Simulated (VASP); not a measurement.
# Li7F8 (a cell with a defect) in VASP: a series of runs

Li7F8 (a cell with a defect) is run at these levels: PBE; tasks: single point.

All numbers are computed with VASP 6.6.1; they aren't measurements. Logs are shortened: lines on timing, memory, paths and dates and some standing lists are left out, and cuts for length are marked.

## 1. The cell of the first run

The cell holds a defect, 15 atoms: a = 5.815 Å, b = 5.815 Å, c = 6.249 Å, α = 105.59°, β = 105.59°, γ = 114.99°.

## 2. Single point, PBE (atoms taken out, then relaxed in part)

INCAR

```
SYSTEM = Li7F8
PREC = Accurate
ENCUT = 520
EDIFF = 1E-6
ISMEAR = 0
SIGMA = 0.05
LREAL = Auto
LASPH = .TRUE.
NELM = 60
ALGO = Normal
ISIF = 2
LWAVE = .FALSE.
LCHARG = .TRUE.
GGA = PE
LELF = .TRUE.
LVHAR = .TRUE.
NBANDS = 52
NELECT = 78.0
```

KPOINTS

```
regular mesh
0
G
  4 4 4
  0 0 0
```

POSCAR

```
Li7F8
1.0
    1.5622954989     -2.7059751806     -4.9040679997
    1.5622954989     -2.7059751806      4.9040679997
   -6.2491819957      0.0000000001      0.0000000000
Li F
7 8
Direct
    0.4630462354      0.8628487257      0.3258949611
    0.9781136886      0.3619738167      0.8350116326
    0.4730378159      0.8568979440      0.8350116326
    0.9001298552      0.7744879925      0.1715236967
    0.3970357042      0.2713938416      0.1715236967
    0.8947863387      0.7678480086      0.6626343473
    0.3900523934      0.2751079300      0.6651603235
    0.6652989173      0.6689395235      0.3342384409
    0.1950795177      0.1428353148      0.3379148326
    0.6672940080      0.6632271625      0.8318061120
    0.1685789495      0.1645121040      0.8318061120
    0.0876283301      0.5889990915      0.1513984003
    0.5623993088      0.0637700702      0.1513984003
    0.0930297457      0.5979647198      0.6909944655
    0.5882788685      0.0820707444      0.6703496128
```

Potentials or basis: VASP PAW PBE potentials, release 64 (Li_sv, F).

The run is started by

```sh
$ cat potpaw_PBE.64/Li_sv/POTCAR potpaw_PBE.64/F/POTCAR > POTCAR
$ mpirun -np 1 vasp_std > vasp.out
```

OUTCAR:

```text
SYSTEM = Li7F8
   PREC = Accurate
   ENCUT = 520
   EDIFF = 1E-6
   ISMEAR = 0
   LREAL = Auto
   LASPH = .TRUE.
   NELM = 60
   ISIF = 2
   GGA = PE
   NELECT = 78.0

 ion  position               nearest neighbor table
   1  0.463  0.863  0.326-  12 1.83  13 1.83  15 1.92   8 1.94
   2  0.978  0.362  0.835-  12 1.81  14 1.83  15 1.89  11 1.90
   3  0.473  0.857  0.835-  13 1.81  14 1.83  15 1.89  10 1.90
   4  0.900  0.774  0.172-   9 1.83  12 1.83   8 1.91  10 1.93
   5  0.397  0.271  0.172-   9 1.83  13 1.83   8 1.91  11 1.93
   6  0.895  0.768  0.663-  14 1.81   8 1.89  11 1.91  10 1.91
   7  0.390  0.275  0.665-   9 1.80  11 1.88  10 1.88  15 1.92
   8  0.665  0.669  0.334-   6 1.89   5 1.91   4 1.91   1 1.94
   9  0.195  0.143  0.338-   7 1.80   4 1.83   5 1.83
  10  0.667  0.663  0.832-   7 1.88   3 1.90   6 1.91   4 1.93
  11  0.169  0.165  0.832-   7 1.88   2 1.90   6 1.91   5 1.93
  12  0.088  0.589  0.151-   2 1.81   1 1.83   4 1.83
  13  0.562  0.064  0.151-   3 1.81   1 1.83   5 1.83
  14  0.093  0.598  0.691-   6 1.81   3 1.83   2 1.83
  15  0.588  0.082  0.670-   2 1.89   3 1.89   7 1.92   1 1.92

  LATTYP: Found a face centered orthorhombic cell.
 ALAT       =     6.2491819957
 B/A-ratio  =     1.5695071781
 C/A-ratio  =     1.7320508076

  Lattice vectors:

 A1 = (  -4.6868864968,  -2.7059751805,   4.9040679997)
 A2 = (  -3.1245909979,  -5.4119503611,   0.0000000000)
 A3 = (   1.5622954989,  -2.7059751806,   4.9040679997)

Analysis of symmetry for initial positions (statically):
=====================================================================
 Subroutine PRICEL returns:
 Original cell was already a primitive cell.

 Routine SETGRP: Setting up the symmetry group for a
 face centered orthorhombic supercell.

 Subroutine GETGRP returns: Found  2 space group operations
 (whereof  2 operations were pure point group operations)
 out of a pool of  8 trial point group operations.

The static configuration has the point symmetry C_1h.

Analysis of symmetry for dynamics (positions and initial velocities):
=====================================================================
 Subroutine PRICEL returns:
 Original cell was already a primitive cell.

 Routine SETGRP: Setting up the symmetry group for a
 face centered orthorhombic supercell.

 Subroutine GETGRP returns: Found  2 space group operations
 (whereof  2 operations were pure point group operations)
 out of a pool of  8 trial point group operations.

The dynamic configuration has the point symmetry C_1h.

 Subroutine INISYM returns: Found  2 space group operations
 (whereof  2 operations are pure point group operations),
 and found     1 'primitive' translations

----------------------------------------------------------------------------------------

                                     Primitive cell

  volume of cell :     165.8569

  direct lattice vectors                    reciprocal lattice vectors
     1.562295499 -2.705975181 -4.904068000    -0.000000000 -0.184776270 -0.101956172
     1.562295499 -2.705975181  4.904068000    -0.000000000 -0.184776270  0.101956172
    -6.249181996  0.000000000  0.000000000    -0.160020944 -0.092388135  0.000000000

  length of vectors
     5.814890528  5.814890528  6.249181996     0.211038695  0.211038695  0.184776270

  position of ions in fractional coordinates (direct lattice)
     0.463046235  0.862848726  0.325894961
     0.978113689  0.361973817  0.835011633
     0.473037816  0.856897944  0.835011633
     0.900129855  0.774487992  0.171523697
     0.397035704  0.271393842  0.171523697
     0.894786339  0.767848009  0.662634347
     0.390052393  0.275107930  0.665160323
     0.665298917  0.668939524  0.334238441
     0.195079518  0.142835315  0.337914833
     0.667294008  0.663227163  0.831806112
     0.168578950  0.164512104  0.831806112
     0.087628330  0.588999091  0.151398400
     0.562399309  0.063770070  0.151398400
     0.093029746  0.597964720  0.690994465
     0.588278868  0.082070744  0.670349613

  ion indices of the primitive-cell ions
[... 52 lines left out ...]
  Thomas-Fermi vector in A             =   2.405940
   LORBIT       =      0    0 simple, 1 ext, 2 COOP (PROOUT), +10 PAW based schemes
   GGA     = PE    functional components
   LHFCALC =     F    Hartree Fock is set to
   AEXX    =    0.0000 exact exchange contribution
   IVDW    =     0    specifies the selected vdW correction
   LEPSILON=     F    determine dielectric tensor
   LRPA    =     F    only Hartree local field effects (RPA)
 non-spin polarized calculation
 Gauss-broadening in eV      SIGMA  =   0.05
  energy-cutoff  :      520.00
  volume of cell :      165.86
 maximum number of plane-waves:      4498
 NGX is ok and might be reduce to    48
   NGX = 21   NGY = 21   NGZ = 23

 number of electron      78.0000002 magnetization

 Free energy of the ion-electron system (eV)
  ---------------------------------------------------
  ext. energy  EPLUGINS =         0.00000000
  ---------------------------------------------------
  free energy    TOTEN  =       -71.32105475 eV

  energy without entropy =      -71.32105475  energy(sigma->0) =      -71.32105475

 E-fermi :  -2.1138     XC(G=0):  -8.5097

 val. band max:       -2.4783636644   @ k =   0.0000   0.0000   0.0000
 cond. band min:       4.4894959653   @ k =   0.0000   0.0000   0.0000
 fundamental gap:      6.9678596297
 Fermi energy:        -2.1137773732

 k-point     1 :       0.0000    0.0000    0.0000
  band No.  band energies     occupation
      1     -44.0481      2.00000
      2     -44.0134      2.00000
      3     -43.7987      2.00000
      4     -43.7885      2.00000
      5     -43.6743      2.00000
      6     -43.6602      2.00000
[... 43 lines left out ...]
     50      11.5199      0.00000
     51      11.7841      0.00000
[... 1240 lines left out ...]
     50      12.3332      0.00000
     51      12.3650      0.00000
 [bands above 51 left out]

------------------------ aborting loop because EDIFF is reached ----------------------------------------

  FORCE on cell =-STRESS in cart. coord.  units (eV):
  Direction    XX          YY          ZZ          XY          YZ          ZX
  --------------------------------------------------------------------------------------
  -------------------------------------------------------------------------------------
  Total        5.4788653      5.3231279      5.0795912      0.1348725     -0.0520370     -0.0901306
  in kB       52.9258377     51.4214146     49.0688509      1.3028687     -0.5026772     -0.8706620
  external PRESSURE =      51.1387011 kB  Pullay stress =       0.0000000 kB

 VOLUME and BASIS-vectors are now :
 -----------------------------------------------------------------------------
  energy-cutoff  :      520.00
  volume of cell :      165.86
      direct lattice vectors                 reciprocal lattice vectors
     1.562295499 -2.705975181 -4.904068000    -0.000000000 -0.184776270 -0.101956172
     1.562295499 -2.705975181  4.904068000    -0.000000000 -0.184776270  0.101956172
    -6.249181996  0.000000000  0.000000000    -0.160020944 -0.092388135  0.000000000

 POSITION                                       TOTAL-FORCE (eV/Angst)
 -----------------------------------------------------------------------------------
      0.03486     -3.58784      1.96066        -0.026599     -0.015357     -0.017211
     -3.12453     -3.62624     -3.02159         0.006930      0.012749     -0.005443
     -3.14039     -3.59877      1.88248         0.014506     -0.000373     -0.005443
      1.54437     -4.53147     -0.61616        -0.003135      0.023394      0.027870
     -0.02760     -1.80875     -0.61616         0.018693     -0.014412      0.027870
     -1.54340     -4.49905     -0.62251         0.000367      0.000212      0.011878
     -3.11753     -1.79991     -0.56370        -0.006451     -0.003724     -0.001720
     -0.00424     -3.61042      0.01785         0.001287      0.000743      0.009279
     -1.58377     -0.91439     -0.25621         0.007833      0.004522     -0.006856
     -3.11944     -3.60036     -0.01994        -0.002599     -0.004427     -0.009464
     -4.67772     -0.90134     -0.01994        -0.005134     -0.000037     -0.009464
      0.11098     -1.83094      2.45876        -0.008822      0.000857     -0.003168
      0.03215     -1.69440     -2.44531        -0.003669     -0.008069     -0.003168
     -3.23861     -1.86981      2.47624         0.002899      0.001674     -0.011860
     -3.14185     -1.81395     -2.48248         0.003894      0.002248     -0.003100
 -----------------------------------------------------------------------------------
    total drift:                                0.000661      0.000378      0.005688

  FREE ENERGIE OF THE ION-ELECTRON SYSTEM (eV)
  ---------------------------------------------------
  free  energy   TOTEN  =       -71.3210547547 eV

  energy  without entropy=      -71.3210547547  energy(sigma->0) =      -71.32105475
```

Run time: 4.2 min. Hardware: 1 thread of AMD EPYC 9R45 (Zen 5), shared host; peak memory 0.33 GiB.

What came out:

```
Free energy   : -71.3211 eV
Largest force : 0.037 eV/Å
```

Forces on the atoms (eV/Å):
```
Li  -0.027 -0.015 -0.017
Li   0.007  0.013 -0.005
Li   0.015  0.000 -0.005
Li  -0.003  0.023  0.028
Li   0.019 -0.014  0.028
Li   0.000  0.000  0.012
Li  -0.006 -0.004 -0.002
F    0.001  0.001  0.009
F    0.008  0.005 -0.007
F   -0.003 -0.004 -0.009
F   -0.005  0.000 -0.009
F   -0.009  0.001 -0.003
F   -0.004 -0.008 -0.003
F    0.003  0.002 -0.012
F    0.004  0.002 -0.003
```

Caveat: the cell carries a net charge on a neutralising background, which shifts energy and pressure; the cell differs from its parent crystal (atoms taken out, then relaxed in part); the cell is charged against a uniform background, so pressure and absolute levels hang on convention; the cutoff is under 1.25 times the usual one of these potentials, so pressure, stress and relaxed cells hold a basis-set (Pulay) error.

## 3. Single point, PBE

INCAR

```
  PREC = Accurate
  ENCUT = 520
  EDIFF = 1E-6
  ISMEAR = 0
  SIGMA = 0.05
  LREAL = Auto
  LASPH = T
  NELM = 60
  ALGO = Normal
  ISIF = 2
  LWAVE = F
  LCHARG = T
  GGA = PE
  LELF = T
  LVHAR = T
  NELECT = 78.0
  NBANDS = 52
```

KPOINTS

```
Automatic mesh
0
Gamma
  4 4 4
```

POSCAR

```
Li7F8
1.0
    1.5622954989     -2.7059751806     -4.9040679997
    1.5622954989     -2.7059751806      4.9040679997
   -6.2491819957      0.0000000001      0.0000000000
Li F
7 8
Direct
    0.4630462210      0.8628487931      0.3258949433
    0.9781137930      0.3619738863      0.8350116788
    0.4730378041      0.8568978974      0.8350116165
    0.9001297694      0.7744879553      0.1715236865
    0.3970357241      0.2713939100      0.1715236665
    0.8947862667      0.7678479779      0.6626342455
    0.3900522858      0.2751079171      0.6651603032
    0.6652988754      0.6689395263      0.3342384093
    0.1950794774      0.1428352997      0.3379147442
    0.6672939503      0.6632271225      0.8318061607
    0.1685789178      0.1645120900      0.8318060805
    0.0876283597      0.5889990585      0.1513983703
    0.5623993774      0.0637700761      0.1513984901
    0.0930298148      0.5979646975      0.6909945364
    0.5882787855      0.0820706741      0.6703496468
```

Potentials or basis: VASP PAW PBE potentials, release 64 (Li_sv, F).

The run is started by

```sh
$ cat potpaw_PBE.64/Li_sv/POTCAR potpaw_PBE.64/F/POTCAR > POTCAR
$ mpirun -np 1 vasp_std > vasp.out
```

Wall time 4.4 min (1 thread of AMD EPYC 9R45 (Zen 5), shared host); peak memory 0.33 GiB.

Results (log left out):

| Quantity | Value |
| --- | --- |
| Free energy | -71.3211 eV |
| Largest force | 0.037 eV/Å |

Forces on the atoms (eV/Å):
```
Li  -0.027 -0.015 -0.017
Li   0.007  0.013 -0.005
Li   0.015  0.000 -0.005
Li  -0.003  0.023  0.028
Li   0.019 -0.014  0.028
Li   0.000  0.000  0.012
Li  -0.006 -0.004 -0.002
F    0.001  0.001  0.009
F    0.008  0.005 -0.007
F   -0.003 -0.004 -0.009
F   -0.005  0.000 -0.009
F   -0.009  0.001 -0.003
F   -0.004 -0.008 -0.003
F    0.003  0.002 -0.012
F    0.004  0.002 -0.003
```

Levels at points of the mesh, in eV from the Fermi level:
```
           k point  band 37  band 38  band 39  band 40  band 41  band 42
(0.00, 0.00, 0.00)    -0.55    -0.41    -0.36     6.60     9.90    10.07
(0.50, 0.00, 0.00)    -0.78    -0.58    -0.41     8.12     8.37    10.00
(0.00, 0.50, 0.00)    -0.87    -0.53    -0.41     8.16     8.36     9.96
(0.50, 0.50, 0.00)    -0.82    -0.41    -0.38     8.14     8.48    10.05
(0.00, 0.00, 0.50)    -0.82    -0.47    -0.39     7.88     8.07    10.22
(0.50, 0.50, 0.50)    -0.82    -0.68    -0.41     8.85     9.05     9.15
```

Caveat: the cell carries a net charge on a neutralising background, which shifts energy and pressure; the cell is charged against a uniform background, so pressure and absolute levels hang on convention; the cutoff is under 1.25 times the usual one of these potentials, so pressure, stress and relaxed cells hold a basis-set (Pulay) error.

## 4. Single point, PBE

INCAR

```
PREC = Accurate
ENCUT = 520
EDIFF = 1E-7
ISMEAR = 0
SIGMA = 0.05
LREAL = Auto
LASPH = True
NELM = 100
ALGO = Normal
ISIF = 2
LWAVE = False
LCHARG = False
GGA = PE
NBANDS = 52
NELECT = 78.0
```

KPOINTS

```
regular mesh
0
Gamma
  4 4 4
```

POSCAR

```
Li7F8
1.0
    1.5622954989     -2.7059751806     -4.9040679997
    1.5622954989     -2.7059751806      4.9040679997
   -6.2491819957      0.0000000001      0.0000000000
Li F
7 8
Direct
    0.4755118426      0.8498702325      0.3284760232
    0.9748925260      0.3599471377      0.8348396641
    0.4821523107      0.8552136141      0.8373660374
    0.9786057365      0.3529641263      0.3284758877
    0.3871511402      0.2869537123      0.1741047032
    0.8880261792      0.7718866804      0.6649886964
    0.3931020168      0.2769625179      0.6649887632
    0.6610010596      0.6623717584      0.3486018487
    0.1862300753      0.1876007741      0.3486016657
    0.6520356054      0.6569704880      0.8090059357
    0.1679292925      0.1617211812      0.8296504174
    0.1071646860      0.5549201006      0.1620847469
    0.5810602030      0.0847012618      0.1657613973
    0.0854879786      0.5814209469      0.6681938237
    0.5867727280      0.0827056963      0.6681937143
```

The run is started by

```sh
$ cat potpaw_PBE.64/Li_sv/POTCAR potpaw_PBE.64/F/POTCAR > POTCAR
$ mpirun -np 1 vasp_std > vasp.out
```

Run time: 4.9 min. Hardware: 1 thread of AMD EPYC 9R45 (Zen 5), shared host; peak memory 0.33 GiB.

Results (log left out):

```
Free energy   : -71.3211 eV
Largest force : 0.037 eV/Å
```

Forces on the atoms (eV/Å):
```
Li   0.003 -0.023  0.028
Li   0.006  0.004 -0.002
Li   0.000  0.000  0.012
Li  -0.019  0.014  0.028
Li   0.027  0.015 -0.017
Li  -0.007 -0.013 -0.006
Li  -0.015  0.000 -0.006
F    0.009 -0.001 -0.003
F    0.004  0.008 -0.003
F   -0.003 -0.002 -0.012
F   -0.004 -0.002 -0.003
F   -0.008 -0.005 -0.007
F   -0.001 -0.001  0.009
F    0.005  0.000 -0.009
F    0.003  0.004 -0.009
```

Levels at points of the mesh, in eV from the Fermi level:
```tsv
k point	band 35	band 36	band 37	band 38	band 39	band 40	band 41	band 42	band 43	band 44
(0.00, 0.00, 0.00)	-1.09	-1.06	-0.54	-0.40	-0.35	6.62	9.91	10.08	10.22	10.36
(0.50, 0.00, 0.00)	-1.10	-1.05	-0.86	-0.52	-0.40	8.17	8.37	9.97	10.15	10.55
(0.00, 0.50, 0.00)	-1.08	-1.06	-0.77	-0.57	-0.40	8.14	8.38	10.01	10.19	10.45
(0.50, 0.50, 0.00)	-1.10	-1.06	-0.81	-0.40	-0.37	8.15	8.49	10.06	10.06	10.35
(0.00, 0.00, 0.50)	-1.07	-1.03	-0.81	-0.45	-0.38	7.89	8.08	10.23	10.43	10.68
(0.50, 0.50, 0.50)	-1.16	-1.10	-0.80	-0.66	-0.40	8.87	9.06	9.17	9.48	10.00
```

Caveat: the cell carries a net charge on a neutralising background, which shifts energy and pressure; the cell is charged against a uniform background, so pressure and absolute levels hang on convention; the cutoff is under 1.25 times the usual one of these potentials, so pressure, stress and relaxed cells hold a basis-set (Pulay) error.

## 5. Single point, PBE (atoms taken out, then relaxed in part)

INCAR

```
SYSTEM = Li7F8
  PREC = Accurate
  ENCUT = 520
  EDIFF = 1E-7
  ISMEAR = 0
  SIGMA = 0.05
  LREAL = Auto
  LASPH = .TRUE.
  NELM = 60
  ALGO = Normal
  ISIF = 2
  LWAVE = .FALSE.
  LCHARG = .FALSE.
  GGA = PE
  NELECT = 78.0
  NBANDS = 52
```

KPOINTS

```
regular mesh
0
G
  4 4 4
  0 0 0
```

POSCAR

```
Li7F8
1.0
    1.5622954989     -2.7059751806     -4.9040679997
    1.5622954989     -2.7059751806      4.9040679997
   -6.2491819957      0.0000000001      0.0000000000
Li F
7 8
Direct
    0.4730758363      0.8645179630      0.3234263601
    0.9724197661      0.3744518659      0.8302419426
    0.4795509127      0.8687546128      0.8318073655
    0.9762175757      0.3675428945      0.3234687586
    0.3847738557      0.2996027971      0.1677300773
    0.8849552216      0.7857131984      0.6593019837
    0.3895671096      0.2901459668      0.6586256780
    0.6576176137      0.6760965243      0.3429209984
    0.1831677332      0.2017377724      0.3423081513
    0.6489204590      0.6702064731      0.8029576877
    0.1649494670      0.1754321783      0.8239814191
    0.1046619657      0.5698700933      0.1569745000
    0.5784791867      0.0984393581      0.1601268171
    0.0828295468      0.5953974040      0.6631027363
    0.5842700938      0.0966345542      0.6630255242
```

The run is started by

```sh
$ cat potpaw_PBE.64/Li_sv/POTCAR potpaw_PBE.64/F/POTCAR > POTCAR
$ mpirun -np 1 vasp_std > vasp.out
```

It took 8 min on 1 thread of AMD EPYC 9R45 (Zen 5), shared host; peak memory 0.37 GiB.

It converged, with:

| Item | Value |
| --- | --- |
| Free energy | -71.3209 eV |
| Largest force | 0.032 eV/Å |

Forces in eV/Å, atoms in the order of the input:
```
Li   0.004 -0.012  0.015
Li   0.015  0.009 -0.005
Li  -0.003  0.000  0.011
Li  -0.006  0.014  0.028
Li   0.017 -0.002  0.006
Li  -0.006 -0.011 -0.007
Li  -0.016 -0.001 -0.005
F    0.013  0.000 -0.014
F   -0.005  0.010 -0.016
F   -0.006  0.002 -0.015
F    0.000 -0.001  0.001
F   -0.015  0.002 -0.002
F   -0.002 -0.007  0.004
F    0.009 -0.001 -0.004
F    0.002  0.000  0.002
```

Levels at points of the mesh, in eV from the Fermi level:
```csv
k point,band 35,band 36,band 37,band 38,band 39,band 40,band 41,band 42,band 43,band 44
"(0.00, 0.00, 0.00)",-1.10,-1.08,-0.55,-0.42,-0.36,6.60,9.90,10.07,10.20,10.34
"(0.50, 0.00, 0.00)",-1.12,-1.07,-0.87,-0.53,-0.42,8.15,8.35,9.95,10.13,10.53
"(0.00, 0.50, 0.50)",-1.12,-1.07,-0.87,-0.53,-0.42,8.16,8.35,9.95,10.13,10.53
"(0.00, 0.50, 0.00)",-1.09,-1.08,-0.78,-0.58,-0.41,8.12,8.36,10.00,10.17,10.43
"(0.50, 0.00, 0.50)",-1.09,-1.07,-0.77,-0.58,-0.42,8.12,8.36,10.00,10.17,10.43
"(0.50, 0.50, 0.00)",-1.12,-1.07,-0.82,-0.41,-0.38,8.13,8.48,10.04,10.05,10.32
"(0.00, 0.00, 0.50)",-1.08,-1.04,-0.82,-0.47,-0.39,7.87,8.06,10.22,10.41,10.66
"(0.50, 0.50, 0.50)",-1.17,-1.12,-0.82,-0.68,-0.41,8.84,9.04,9.15,9.46,9.98
```

Caveat: the cell carries a net charge on a neutralising background, which shifts energy and pressure; the cell differs from its parent crystal (atoms taken out, then relaxed in part); the cell is charged against a uniform background, so pressure and absolute levels hang on convention; the cutoff is under 1.25 times the usual one of these potentials, so pressure, stress and relaxed cells hold a basis-set (Pulay) error.
